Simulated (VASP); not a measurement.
# Si (P6_3/mmc) in VASP: a series of runs

The runs below take Si through single point, with LDA.

All numbers are computed with VASP 6.6.1; they aren't measurements. Logs are shortened: lines on timing, memory, paths and dates and some standing lists are left out, and cuts for length are marked.

**1. The cell of the first run**

It takes space group P6_3/mmc (No. 194, hexagonal). The conventional cell has a = 4.095 Å, b = 4.095 Å, c = 5.419 Å, α = 90.00°, β = 90.00°, γ = 120.00°. Within 2.7 Å of Si (site symmetry 3m) lie 4 Si at 2.03 to 2.46 Å.

This isn't the form of Si at room conditions, which is diamond.

**2. Single point, LDA**

INCAR

```
PREC = Accurate ; ENCUT = 520
EDIFF = 1E-6 ; ISMEAR = 0
SIGMA = 0.03 ; LREAL = False
LASPH = True ; NELM = 60
ALGO = Normal ; ISIF = 2
LWAVE = False ; LCHARG = False
NBANDS = 16
```

KPOINTS

```
regular mesh
0
Gamma
  12 12 6
```

POSCAR

```
Si
1.0
    4.0952913888      0.0000000000      0.0000000000
   -2.0476456944      3.5466263786      0.0000000000
    0.0000000000      0.0000000000      5.4192990949
Si
4
Direct
    0.3333333333      0.6666666667      0.0630360460
    0.6666666667      0.3333333333      0.5630360460
    0.3333333333      0.6666666667      0.4369639540
    0.6666666667      0.3333333333      0.9369639540
```

Potentials or basis: VASP PAW LDA potentials, release 64 (Si).

The run is started by

```
$ cat potpaw_LDA.64/Si/POTCAR > POTCAR
$ mpirun -np 1 vasp_std > vasp.out
```

OUTCAR:

```text
PREC = Accurate
   ENCUT = 520
   EDIFF = 1E-6
   ISMEAR = 0
   LREAL = False
   LASPH = True
   NELM = 60
   ISIF = 2

 ion  position               nearest neighbor table
   1  0.333  0.667  0.063-   3 2.03   4 2.46   4 2.46   4 2.46
   2  0.667  0.333  0.563-   4 2.03   3 2.46   3 2.46   3 2.46
   3  0.333  0.667  0.437-   1 2.03   2 2.46   2 2.46   2 2.46
   4  0.667  0.333  0.937-   2 2.03   1 2.46   1 2.46   1 2.46

  LATTYP: Found a hexagonal cell.
 ALAT       =     4.0952913888
 C/A-ratio  =     1.3233000000

  Lattice vectors:

 A1 = (   4.0952913888,   0.0000000000,   0.0000000000)
 A2 = (  -2.0476456944,   3.5466263786,   0.0000000000)
 A3 = (   0.0000000000,   0.0000000000,   5.4192990949)

Analysis of symmetry for initial positions (statically):
=====================================================================
 Subroutine PRICEL returns:
 Original cell was already a primitive cell.

 Routine SETGRP: Setting up the symmetry group for a
 hexagonal supercell.

 Subroutine GETGRP returns: Found 24 space group operations
 (whereof 12 operations were pure point group operations)
 out of a pool of 24 trial point group operations.

The static configuration has the point symmetry D_3d.
 The point group associated with its full space group is D_6h.

Analysis of symmetry for dynamics (positions and initial velocities):
=====================================================================
 Subroutine PRICEL returns:
 Original cell was already a primitive cell.

 Routine SETGRP: Setting up the symmetry group for a
 hexagonal supercell.

 Subroutine GETGRP returns: Found 24 space group operations
 (whereof 12 operations were pure point group operations)
 out of a pool of 24 trial point group operations.

The dynamic configuration has the point symmetry D_3d.
 The point group associated with its full space group is D_6h.

 Subroutine INISYM returns: Found 24 space group operations
 (whereof 12 operations are pure point group operations),
 and found     1 'primitive' translations

----------------------------------------------------------------------------------------

                                     Primitive cell

  volume of cell :      78.7124

  direct lattice vectors                    reciprocal lattice vectors
     4.095291389  0.000000000  0.000000000     0.244182869  0.140979045  0.000000000
    -2.047645694  3.546626379  0.000000000     0.000000000  0.281958090  0.000000000
     0.000000000  0.000000000  5.419299095     0.000000000  0.000000000  0.184525708

  length of vectors
     4.095291389  4.095291389  5.419299095     0.281958090  0.281958090  0.184525708

  position of ions in fractional coordinates (direct lattice)
     0.333333333  0.666666667  0.063036046
     0.666666667  0.333333333  0.563036046
     0.333333333  0.666666667  0.436963954
     0.666666667  0.333333333  0.936963954

  ion indices of the primitive-cell ions
   primitive index   ion index
                 1           1
                 2           2
                 3           3
                 4           4

----------------------------------------------------------------------------------------

 KPOINTS: regular mesh

Automatic generation of k-mesh.
 Grid dimensions read from file:
 generate k-points for:   12   12    6

 Generating k-lattice:

  Cartesian coordinates                     Fractional coordinates (reciprocal lattice)
     0.020348572  0.011748254  0.000000000     0.083333333 -0.000000000  0.000000000
     0.000000000  0.023496508  0.000000000     0.000000000  0.083333333  0.000000000
     0.000000000  0.000000000  0.030754285     0.000000000  0.000000000  0.166666667

  Length of vectors
     0.023496508  0.023496508  0.030754285

  Shift w.r.t. Gamma in fractional coordinates (k-lattice)
     0.000000000  0.000000000  0.000000000

 Subroutine IBZKPT returns following result:
 ===========================================

 Found     76 irreducible k-points:

 Following reciprocal coordinates:
            Coordinates               Weight
  0.000000  0.000000  0.000000      1.000000
  0.083333  0.000000  0.000000      6.000000
  0.166667  0.000000  0.000000      6.000000
  0.250000  0.000000  0.000000      6.000000
  0.333333  0.000000  0.000000      6.000000
  0.416667  0.000000  0.000000      6.000000
[... 16 lines left out ...]
  0.250000  0.000000  0.166667     12.000000
  0.333333  0.000000  0.166667     12.000000
 [... further k-points ...]
   k-points           NKPTS =     76   k-points in BZ     NKDIM =     76   number of bands    NBANDS=     16
   number of dos      NEDOS =    301   number of ions     NIONS =      4
   total plane-waves  NPLWV =  36000
   dimension x,y,z NGX =    30 NGY =   30 NGZ =   40
   dimension x,y,z NGXF=    60 NGYF=   60 NGZF=   80
   ions per type =               4
   NGX,Y,Z   is equivalent  to a cutoff of  12.18, 12.18, 12.27 a.u.
   NGXF,Y,Z  is equivalent  to a cutoff of  24.36, 24.36, 24.54 a.u.
 SYSTEM =  unknown system
   PREC   = accura    normal or accurate (medium, high low for compatibility)
   ISTART =      0    job   : 0-new  1-cont  2-samecut
   ICHARG =      2    charge: 1-file 2-atom 10-const
   ISPIN  =      1    spin polarized calculation?
   LNONCOLLINEAR =      F non collinear calculations
   LSORBIT =      F    spin-orbit coupling
   LASPH  =      T    aspherical Exc in radial PAW
   ENCUT  =  520.0 eV  38.22 Ry    6.18 a.u.   7.61  7.61 10.08*2*pi/ulx,y,z
   NELM   =     60;   NELMIN=  2; NELMDL= -5     # of ELM steps
   EDIFF  = 0.1E-05   stopping-criterion for ELM
   LREAL  =      F    real-space projection
   EDIFFG = 0.1E-04   stopping-criterion for IOM
   NSW    =      0    number of steps for IOM
   IBRION =     -1    ionic relax: 0-MD 1-quasi-New 2-CG
   NFREE  =      0    steps in history (QN), initial steepest desc. (CG)
   ISIF   =      2    stress and relaxation
   ISYM   =      2    0-nonsym 1-usesym 2-fastsym
   POTIM  = 0.5000    time-step for ionic-motion
   TEBEG  =    0.0;   TEEND  =   0.0 temperature during run
   PSTRESS=    0.0 pullay stress
   NELECT =      16.0000    total number of electrons
   NUPDOWN=      -1.0000    fix difference up-down
   EMIN   =  10.00;   EMAX   =-10.00  energy-range for DOS
   EFERMI =   0.00;   METHOD = LEGACY
   ISMEAR =     0;   SIGMA  =   0.03  broadening in eV -4-tet -1-fermi 0-gaus
   EFERMI_NEDOS =   21; number of points for ismear=-14 and -15
   IALGO  =     38    algorithm
   IMIX   =      4    mixing-type and parameters
     AMIX     =   0.40;   BMIX     =  1.00
     AMIX_MAG =   1.60;   BMIX_MAG =  1.00
  volume/ion in A,a.u.               =      19.68       132.79
  Fermi-wavevector in a.u.,A,eV,Ry     =   0.962573  1.818999 12.606436  0.926547
  Thomas-Fermi vector in A             =   2.092044
   LORBIT       =      0    0 simple, 1 ext, 2 COOP (PROOUT), +10 PAW based schemes
   GGA     = CA    functional components
   LHFCALC =     F    Hartree Fock is set to
   AEXX    =    0.0000 exact exchange contribution
   IVDW    =     0    specifies the selected vdW correction
   LEPSILON=     F    determine dielectric tensor
   LRPA    =     F    only Hartree local field effects (RPA)
 non-spin polarized calculation
 Gauss-broadening in eV      SIGMA  =   0.03
  energy-cutoff  :      520.00
  volume of cell :       78.71
 maximum number of plane-waves:      2163
   NGX = 15   NGY = 15   NGZ = 21

 number of electron      16.0000002 magnetization

 Free energy of the ion-electron system (eV)
  ---------------------------------------------------
  ext. energy  EPLUGINS =         0.00000000
  ---------------------------------------------------
  free energy    TOTEN  =       -21.54894990 eV

  energy without entropy =      -21.54842760  energy(sigma->0) =      -21.54868875

 E-fermi :   5.8756     XC(G=0):  -9.6392

 val. band max:        5.8613348686   @ k =   0.1667   0.0833   0.0000
 cond. band min:       5.8772279265   @ k =   0.0833   0.0000   0.1667
 fundamental gap:      0.0158930579
 Fermi energy:         5.8755871536

 k-point     1 :       0.0000    0.0000    0.0000
  band No.  band energies     occupation
      1      -6.3260      2.00000
      2      -2.1187      2.00000
      3      -1.5892      2.00000
      4       3.4478      2.00000
      5       3.4478      2.00000
      6       4.8544      2.00000
[... 8 lines left out ...]
     15      10.9994      0.00000
     16      10.9994      0.00000

 k-point     2 :       0.0833    0.0000    0.0000
  band No.  band energies     occupation
      1      -6.2596      2.00000
      2      -2.0488      2.00000
      3      -1.5927      2.00000
      4       2.8053      2.00000
      5       3.3207      2.00000
      6       5.2726      2.00000
[... 8 lines left out ...]
     15      10.9214      0.00000
     16      11.0109      0.00000

 k-point     3 :       0.1667    0.0000    0.0000
  band No.  band energies     occupation
      1      -6.0627      2.00000
      2      -1.8410      2.00000
      3      -1.6398      2.00000
      4       1.8939      2.00000
      5       3.0286      2.00000
      6       4.6931      2.00000
[... 8 lines left out ...]
     15      11.3695      0.00000
     16      11.6925      0.00000

 k-point     4 :       0.2500    0.0000    0.0000
  band No.  band energies     occupation
      1      -5.7433      2.00000
      2      -1.8394      2.00000
      3      -1.5017      2.00000
      4       1.2332      2.00000
      5       2.7102      2.00000
      6       3.7026      2.00000
[... 8 lines left out ...]
     15      12.5723      0.00000
     16      12.6796      0.00000
[... 324 lines left out ...]
 k-point    22 :       0.1667    0.0000    0.1667
  band No.  band energies     occupation
      1      -5.9344      2.00000
      2      -2.9795      2.00000
      3      -0.4580      2.00000
      4       2.1611      2.00000
      5       3.1449      2.00000
      6       3.6865      2.00000
[... 8 lines left out ...]
     15      11.1275      0.00000
     16      11.3780      0.00000

 k-point    23 :       0.2500    0.0000    0.1667
  band No.  band energies     occupation
      1      -5.6168      2.00000
      2      -2.7701      2.00000
      3      -0.7231      2.00000
      4       1.6914      2.00000
      5       2.7042      2.00000
      6       2.8280      2.00000
[... 8 lines left out ...]
     15      11.9557      0.00000
     16      12.1873      0.00000

 k-point    24 :       0.3333    0.0000    0.1667
  band No.  band energies     occupation
      1      -5.1993      2.00000
      2      -2.6673      2.00000
      3      -1.0393      2.00000
      4       1.5868      2.00000
      5       1.8229      2.00000
      6       2.5666      2.00000
[... 8 lines left out ...]
     15      12.5395      0.00000
     16      13.1731      0.00000

 [... further k-points ...]

------------------------ aborting loop because EDIFF is reached ----------------------------------------

  FORCE on cell =-STRESS in cart. coord.  units (eV):
  Direction    XX          YY          ZZ          XY          YZ          ZX
  --------------------------------------------------------------------------------------
  -------------------------------------------------------------------------------------
  Total       -6.6337142     -6.6337142     25.6172539      0.0000000      0.0000000      0.0000000
  in kB     -135.0280413   -135.0280413    521.4345293      0.0000000      0.0000000      0.0000000
  external PRESSURE =      83.7928156 kB  Pullay stress =       0.0000000 kB

 VOLUME and BASIS-vectors are now :
 -----------------------------------------------------------------------------
  energy-cutoff  :      520.00
  volume of cell :       78.71
      direct lattice vectors                 reciprocal lattice vectors
     4.095291389  0.000000000  0.000000000     0.244182869  0.140979045  0.000000000
    -2.047645694  3.546626379  0.000000000     0.000000000  0.281958090  0.000000000
     0.000000000  0.000000000  5.419299095     0.000000000  0.000000000  0.184525708

 POSITION                                       TOTAL-FORCE (eV/Angst)
 -----------------------------------------------------------------------------------
     -0.00000      2.36442      0.34161         0.000000     -0.000000     -4.748698
      2.04765      1.18221      3.05126        -0.000000      0.000000     -4.748698
     -0.00000      2.36442      2.36804         0.000000     -0.000000      4.748698
      2.04765      1.18221      5.07769        -0.000000      0.000000      4.748698
 -----------------------------------------------------------------------------------
    total drift:                                0.000000     -0.000000      0.000000

  FREE ENERGIE OF THE ION-ELECTRON SYSTEM (eV)
  ---------------------------------------------------
  free  energy   TOTEN  =       -21.5489498966 eV

  energy  without entropy=      -21.5484276037  energy(sigma->0) =      -21.54868875
```

Run time: 63 s. Hardware: 1 thread of Intel Xeon Platinum 8488C (Sapphire Rapids), shared host; peak memory 0.19 GiB.

What came out:

```
Free energy            : -21.5489 eV
Pressure               : 8.4 GPa
Largest force          : 4.749 eV/Å
Band gap on the k mesh : zero (bands 8 and 9 overlap by 1.09 eV)
```

Forces on the atoms (eV/Å):
```
Si   0.000  0.000 -4.749
Si   0.000  0.000 -4.749
Si   0.000  0.000  4.749
Si   0.000  0.000  4.749
```

Levels at points of the mesh, in eV from the Fermi level:
```
           k point  band 6  band 7  band 8  band 9  band 10  band 11
(0.00, 0.00, 0.00)   -1.02   -0.29    0.68    0.68     1.00     1.00
(0.50, 0.00, 0.00)   -3.65   -3.14   -0.44   -0.41     2.38     3.12
(0.00, 0.00, 0.50)   -1.43   -1.43   -1.43    0.85     0.85     2.63
(0.50, 0.00, 0.50)   -2.60   -1.39   -1.39    1.02     1.02     3.39
```

Caveat: the cell stands under pressure; forces of over 1 eV/Å act on the atoms, so gaps and moduli don't describe the material at rest.

**3. Single point, LDA**

This run uses another cell than the first one, of the same volume but with other edges.

INCAR

```
PREC     = Accurate       # precision mode
ENCUT    = 520            # plane-wave cutoff, eV
EDIFF    = 1E-7           # SCF threshold, eV
ISMEAR   = 0              # smearing method
SIGMA    = 0.03           # smearing width, eV
LREAL    = False          # projectors in reciprocal space
LASPH    = True           # aspherical terms in the spheres
NELM     = 80             # most SCF steps
ALGO     = Normal         # electronic algorithm
ISIF     = 2              # what is computed and relaxed
LWAVE    = False          # write WAVECAR
LCHARG   = False          # write CHGCAR
GGA      = CA             # functional
NBANDS   = 16             # bands
```

KPOINTS is that of step 2.

POSCAR

```
Si
1.0
    3.6181519190      0.0000000000      0.0000000000
   -1.8090759595      3.1334114766      0.0000000000
    0.0000000000      0.0000000000      6.9428717174
Si
4
Direct
    0.3333333333      0.6666666667      0.0678065120
    0.6666666667      0.3333333333      0.5678065120
    0.3333333333      0.6666666667      0.4321934880
    0.6666666667      0.3333333333      0.9321934880
```

Potentials or basis: VASP PAW LDA potentials, release 64 (Si).

The run is started by

```
$ cat potpaw_LDA.64/Si/POTCAR > POTCAR
$ mpirun -np 1 vasp_std > vasp.out
```

It took 67 s on 1 thread of Intel Xeon Platinum 8488C (Sapphire Rapids), shared host; peak memory 0.2 GiB.

Results (log left out):

```
Free energy            : -23.1697 eV
Pressure               : 0.9 GPa
Largest force          : 0.382 eV/Å
Band gap on the k mesh : zero (bands 8 and 9 overlap by 0.28 eV)
```

Forces on the atoms (eV/Å):
```
Si   0.000  0.000  0.382
Si   0.000  0.000  0.382
Si   0.000  0.000 -0.382
Si   0.000  0.000 -0.382
```

Stress tensor (GPa, compression positive):
```
  9.33   0.00   0.00
  0.00   9.33   0.00
  0.00   0.00 -15.89
```

Levels at points of the mesh, in eV from the Fermi level:
| k point | band 5 | band 6 | band 7 | band 8 | band 9 | band 10 | band 11 | band 12 |
| --- | --- | --- | --- | --- | --- | --- | --- | --- |
| (0.00, 0.00, 0.00) | -0.71 | -0.71 | -0.14 | 0.26 | 0.26 | 2.59 | 2.69 | 2.69 |
| (0.50, 0.00, 0.00) | -4.76 | -3.16 | -2.56 | -1.51 | 0.87 | 2.07 | 2.07 | 2.55 |
| (0.00, 0.00, 0.50) | -0.31 | -0.31 | -0.31 | -0.31 | 2.86 | 2.86 | 3.41 | 3.41 |
| (0.50, 0.00, 0.50) | -3.08 | -3.08 | -2.12 | -2.12 | 0.20 | 0.20 | 1.55 | 1.55 |

Caveat: semilocal functionals underestimate gaps, so a narrow gap can read as zero.
